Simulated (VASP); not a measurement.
# Cu (Cmcm) in VASP: further runs, part 2 of 2

VASP 6.6.1.

### 3 Single point, PBEsol

This run uses another cell than the first one, of 11.87 Å³/atom.

INCAR reads:

```
SYSTEM = Cu
ALGO     = Normal         ! electronic algorithm
EDIFF    = 1E-6           ! SCF threshold, eV
ENCUT    = 520            ! plane-wave cutoff, eV
GGA      = PS             ! functional
ISIF     = 2              ! what is computed and relaxed
ISMEAR   = -1             ! smearing method
LASPH    = .TRUE.         ! aspherical terms in the spheres
LCHARG   = .FALSE.        ! write CHGCAR
LREAL    = .FALSE.        ! projectors in reciprocal space
LWAVE    = .FALSE.        ! write WAVECAR
NBANDS   = 18             ! bands
NELM     = 80             ! most SCF steps
PREC     = Accurate       ! precision mode
SIGMA    = 0.05           ! smearing width, eV
```

KPOINTS reads:

```
k-points
0
G
  11 11 11
  0 0 0
```

POSCAR reads:

```
Cu
1.0
    1.2158372720     -3.9463842331      0.0000000000
    1.2158372720      3.9463842331      0.0000000000
    0.0000000000      0.0000000000      2.4745658605
Cu
2
Direct
    0.8661008950      0.1338991050      0.7500000000
    0.1338991050      0.8661008950      0.2500000000
```

Potentials or basis: VASP PAW PBE potentials, release 64 (Cu).

The run is started by

```sh
$ cat potpaw_PBE.64/Cu/POTCAR > POTCAR
$ mpirun -np 1 vasp_std > vasp.out
```

OUTCAR:

```text
SYSTEM = Cu
   EDIFF = 1E-6
   ENCUT = 520
   GGA = PS
   ISIF = 2
   ISMEAR = -1
   LASPH = .TRUE.
   LREAL = .FALSE.
   NELM = 80
   PREC = Accurate

 ion  position               nearest neighbor table
   1  0.866  0.134  0.750-   2 2.45   2 2.45   2 2.52   2 2.52   2 2.52   2 2.52
   2  0.134  0.866  0.250-   1 2.45   1 2.45   1 2.52   1 2.52   1 2.52   1 2.52

  LATTYP: Found a base centered orthorhombic cell.
 ALAT       =     2.4316745440
 B/A-ratio  =     3.2458161334
 C/A-ratio  =     1.0176385926

  Lattice vectors:

 A1 = (   1.2158372720,  -3.9463842331,   0.0000000000)
 A2 = (   1.2158372720,   3.9463842331,   0.0000000000)
 A3 = (   0.0000000000,   0.0000000000,   2.4745658605)

Analysis of symmetry for initial positions (statically):
=====================================================================
 Subroutine PRICEL returns:
 Original cell was already a primitive cell.

 Routine SETGRP: Setting up the symmetry group for a
 base centered orthorhombic supercell.

 Subroutine GETGRP returns: Found  8 space group operations
 (whereof  4 operations were pure point group operations)
 out of a pool of  8 trial point group operations.

The static configuration has the point symmetry C_2h.
 The point group associated with its full space group is D_2h.

Analysis of symmetry for dynamics (positions and initial velocities):
=====================================================================
 Subroutine PRICEL returns:
 Original cell was already a primitive cell.

 Routine SETGRP: Setting up the symmetry group for a
 base centered orthorhombic supercell.

 Subroutine GETGRP returns: Found  8 space group operations
 (whereof  4 operations were pure point group operations)
 out of a pool of  8 trial point group operations.

The dynamic configuration has the point symmetry C_2h.
 The point group associated with its full space group is D_2h.

 Subroutine INISYM returns: Found  8 space group operations
 (whereof  4 operations are pure point group operations),
 and found     1 'primitive' translations

----------------------------------------------------------------------------------------

                                     Primitive cell

  volume of cell :      23.7467

  direct lattice vectors                    reciprocal lattice vectors
     1.215837272 -3.946384233  0.000000000     0.411239244 -0.126698256  0.000000000
     1.215837272  3.946384233  0.000000000     0.411239244  0.126698256  0.000000000
     0.000000000  0.000000000  2.474565860     0.000000000  0.000000000  0.404111289

  length of vectors
     4.129432018  4.129432018  2.474565860     0.430314029  0.430314029  0.404111289

  position of ions in fractional coordinates (direct lattice)
     0.866100895  0.133899105  0.750000000
     0.133899105  0.866100895  0.250000000

  ion indices of the primitive-cell ions
   primitive index   ion index
                 1           1
                 2           2

----------------------------------------------------------------------------------------

 KPOINTS: k-points

Automatic generation of k-mesh.
 Grid dimensions read from file:
 generate k-points for:   11   11   11

 Generating k-lattice:

  Cartesian coordinates                     Fractional coordinates (reciprocal lattice)
     0.037385386 -0.011518023  0.000000000     0.090909091  0.000000000  0.000000000
     0.037385386  0.011518023  0.000000000     0.000000000  0.090909091  0.000000000
     0.000000000  0.000000000  0.036737390     0.000000000  0.000000000  0.090909091

  Length of vectors
     0.039119457  0.039119457  0.036737390

  Shift w.r.t. Gamma in fractional coordinates (k-lattice)
     0.000000000  0.000000000  0.000000000

 Subroutine IBZKPT returns following result:
 ===========================================

 Found    216 irreducible k-points:

 Following reciprocal coordinates:
            Coordinates               Weight
  0.000000  0.000000  0.000000      1.000000
  0.090909  0.000000  0.000000      4.000000
  0.181818  0.000000  0.000000      4.000000
  0.272727 -0.000000  0.000000      4.000000
  0.363636 -0.000000  0.000000      4.000000
  0.454545 -0.000000  0.000000      4.000000
[... 16 lines left out ...]
 -0.272727  0.181818  0.000000      4.000000
 -0.181818  0.181818  0.000000      2.000000
 [... further k-points ...]
   k-points           NKPTS =    216   k-points in BZ     NKDIM =    216   number of bands    NBANDS=     18
   number of dos      NEDOS =    301   number of ions     NIONS =      2
   total plane-waves  NPLWV =  18432
   dimension x,y,z NGX =    32 NGY =   32 NGZ =   18
   dimension x,y,z NGXF=    64 NGYF=   64 NGZF=   36
   ions per type =               2
   NGX,Y,Z   is equivalent  to a cutoff of  12.88, 12.88, 12.09 a.u.
   NGXF,Y,Z  is equivalent  to a cutoff of  25.77, 25.77, 24.19 a.u.
 SYSTEM =  Cu
   PREC   = accura    normal or accurate (medium, high low for compatibility)
   ISTART =      0    job   : 0-new  1-cont  2-samecut
   ICHARG =      2    charge: 1-file 2-atom 10-const
   ISPIN  =      1    spin polarized calculation?
   LNONCOLLINEAR =      F non collinear calculations
   LSORBIT =      F    spin-orbit coupling
   LASPH  =      T    aspherical Exc in radial PAW
   ENCUT  =  520.0 eV  38.22 Ry    6.18 a.u.   7.68  7.68  4.60*2*pi/ulx,y,z
   NELM   =     80;   NELMIN=  2; NELMDL= -5     # of ELM steps
   EDIFF  = 0.1E-05   stopping-criterion for ELM
   LREAL  =      F    real-space projection
   EDIFFG = 0.1E-04   stopping-criterion for IOM
   NSW    =      0    number of steps for IOM
   IBRION =     -1    ionic relax: 0-MD 1-quasi-New 2-CG
   NFREE  =      0    steps in history (QN), initial steepest desc. (CG)
   ISIF   =      2    stress and relaxation
   ISYM   =      2    0-nonsym 1-usesym 2-fastsym
   POTIM  = 0.5000    time-step for ionic-motion
   TEBEG  =    0.0;   TEEND  =   0.0 temperature during run
   PSTRESS=    0.0 pullay stress
   NELECT =      22.0000    total number of electrons
   NUPDOWN=      -1.0000    fix difference up-down
   EMIN   =  10.00;   EMAX   =-10.00  energy-range for DOS
   EFERMI =   0.00;   METHOD = LEGACY
   ISMEAR =    -1;   SIGMA  =   0.05  broadening in eV -4-tet -1-fermi 0-gaus
   EFERMI_NEDOS =   21; number of points for ismear=-14 and -15
   IALGO  =     38    algorithm
   IMIX   =      4    mixing-type and parameters
     AMIX     =   0.40;   BMIX     =  1.00
     AMIX_MAG =   1.60;   BMIX_MAG =  1.00
  volume/ion in A,a.u.               =      11.87        80.13
  Fermi-wavevector in a.u.,A,eV,Ry     =   1.595932  3.015875 34.654035  2.547000
  Thomas-Fermi vector in A             =   2.693774
   LORBIT       =      0    0 simple, 1 ext, 2 COOP (PROOUT), +10 PAW based schemes
   GGA     = PS    functional components
   LHFCALC =     F    Hartree Fock is set to
   AEXX    =    0.0000 exact exchange contribution
   IVDW    =     0    specifies the selected vdW correction
   LEPSILON=     F    determine dielectric tensor
   LRPA    =     F    only Hartree local field effects (RPA)
 non-spin polarized calculation
  energy-cutoff  :      520.00
  volume of cell :       23.75
 maximum number of plane-waves:       662
   NGX = 15   NGY = 15   NGZ =  9

 number of electron      21.9999986 magnetization

 Free energy of the ion-electron system (eV)
  ---------------------------------------------------
  ext. energy  EPLUGINS =         0.00000000
  ---------------------------------------------------
  free energy    TOTEN  =        -8.30668860 eV

  energy without entropy =       -8.30262250  energy(sigma->0) =       -8.30465555

 E-fermi :   7.3447     XC(G=0): -12.8421

 val. band max:        7.3298199180   @ k =  -0.3636   0.3636   0.3636
 cond. band min:       7.3790214746   @ k =   0.4545   0.0909   0.1818
 fundamental gap:      0.0492015566
 Fermi energy:         7.3446747493

 k-point     1 :       0.0000    0.0000    0.0000
  band No.  band energies     occupation
      1      -2.0203      2.00000
      2       2.3131      2.00000
      3       3.0838      2.00000
      4       3.5770      2.00000
      5       4.2593      2.00000
      6       4.5786      2.00000
[... 10 lines left out ...]
     17      26.9047      0.00000
     18      28.9514      0.00000
[... 463 lines left out ...]
 k-point    24 :      -0.1818    0.1818    0.0000
  band No.  band energies     occupation
      1      -1.6881      2.00000
      2       2.2097      2.00000
      3       3.0082      2.00000
      4       3.6291      2.00000
      5       4.3711      2.00000
      6       4.4507      2.00000
[... 10 lines left out ...]
     17      28.6904      0.00000
     18      28.7709      0.00000

 [... further k-points ...]

------------------------ aborting loop because EDIFF is reached ----------------------------------------

  FORCE on cell =-STRESS in cart. coord.  units (eV):
  Direction    XX          YY          ZZ          XY          YZ          ZX
  --------------------------------------------------------------------------------------
  -------------------------------------------------------------------------------------
  Total        0.0881125      0.1117115      0.1127825      0.0000000     -0.0000000      0.0000000
  in kB        5.9448974      7.5371030      7.6093636      0.0000000     -0.0000000      0.0000000
  external PRESSURE =       7.0304547 kB  Pullay stress =       0.0000000 kB

 VOLUME and BASIS-vectors are now :
 -----------------------------------------------------------------------------
  energy-cutoff  :      520.00
  volume of cell :       23.75
      direct lattice vectors                 reciprocal lattice vectors
     1.215837272 -3.946384233  0.000000000     0.411239244 -0.126698256  0.000000000
     1.215837272  3.946384233  0.000000000     0.411239244  0.126698256  0.000000000
     0.000000000  0.000000000  2.474565860     0.000000000  0.000000000  0.404111289

 POSITION                                       TOTAL-FORCE (eV/Angst)
 -----------------------------------------------------------------------------------
      1.21584     -2.88955      1.85592         0.000000     -0.005195     -0.000000
      1.21584      2.88955      0.61864         0.000000      0.005195      0.000000
 -----------------------------------------------------------------------------------
    total drift:                                0.000000      0.000000     -0.000000

  FREE ENERGIE OF THE ION-ELECTRON SYSTEM (eV)
  ---------------------------------------------------
  free  energy   TOTEN  =        -8.3066886041 eV

  energy  without entropy=       -8.3026224979  energy(sigma->0) =       -8.30465555
```

Wall time 28 s (1 thread of Intel Xeon 6975P-C (Granite Rapids), shared host); peak memory 0.21 GiB.

What came out:

```
Free energy            : -8.3067 eV
Pressure               : 0.7 GPa
Largest force          : 0.005 eV/Å
Band gap on the k mesh : zero (bands 11 and 12 overlap by 5.41 eV)
```

Forces in eV/Å, atoms in the order of the input:
```
Cu   0.000 -0.005  0.000
Cu   0.000  0.005  0.000
```

Caveat: the PAW data sets were made with another functional, which shifts forces and pressure a little.

The gap in the log of VASP goes by the Fermi energy; the results here count the filled bands.